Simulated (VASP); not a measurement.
Set up this calculation in VASP 6.6.1, as the native input.

```
Task                   : single point
Functional             : PBE
Potentials or basis    : VASP PAW PBE potentials, release 64 (Ga_d, Te, O)
Cutoff                 : 520 eV
k mesh                 : 6 × 6 × 2
Occupations            : gaussian, width 0.1 eV
Spin                   : no spin polarisation
Dipole correction      : no
Further INCAR settings : ALGO = Normal; EDIFF = 1e-06; NBANDS = 30
```

The structure of Ga2Te2O lies in POSCAR:

```
Ga2Te2O
1.0
    4.8715465658      0.0000000000      0.0000000000
   -2.4357732829      4.2188830817      0.0000000000
    0.0000000000      0.0000000000      7.2073852232
Ga Te O
2 2 1
Direct
    0.3333333333      0.6666666667      0.5000000000
    0.6666666667      0.3333333333      0.5000000000
    0.0000000000      0.0000000000      0.2824531985
    0.0000000000      0.0000000000      0.7175468015
    0.0000000000      0.0000000000      0.0000000000
```

One way to write it, as run:

INCAR

```
PREC = Accurate ; ENCUT = 520
EDIFF = 1E-6 ; ISMEAR = 0
SIGMA = 0.1 ; LREAL = False
LASPH = True ; NELM = 100
ALGO = Normal ; ISIF = 2
LWAVE = False ; LCHARG = False
GGA = PE ; NBANDS = 30
```

KPOINTS

```
regular mesh
0
Gamma
  6 6 2
```

Potentials or basis: VASP PAW PBE potentials, release 64 (Ga_d, Te, O).

Command:

```sh
$ cat potpaw_PBE.64/Ga_d/POTCAR potpaw_PBE.64/Te/POTCAR potpaw_PBE.64/O/POTCAR > POTCAR
$ mpirun -np 1 vasp_std > vasp.out
```

It gave:

```
Pressure               : 0.0 GPa
Largest force          : 0.063 eV/Å
Band gap on the k mesh : zero (band 22 reaches 3.44 eV, above the bottom of band 23 at 2.12 eV)
```

Caveat: the k points lie up to 0.44 Å⁻¹ apart; spin-orbit coupling is left out, which moves the levels of the heavy elements.

Wall time 35 s on 1 thread of Intel(R) Xeon(R) 6975P-C (Granite Rapids), on a shared host, peak memory 0.27 GiB.
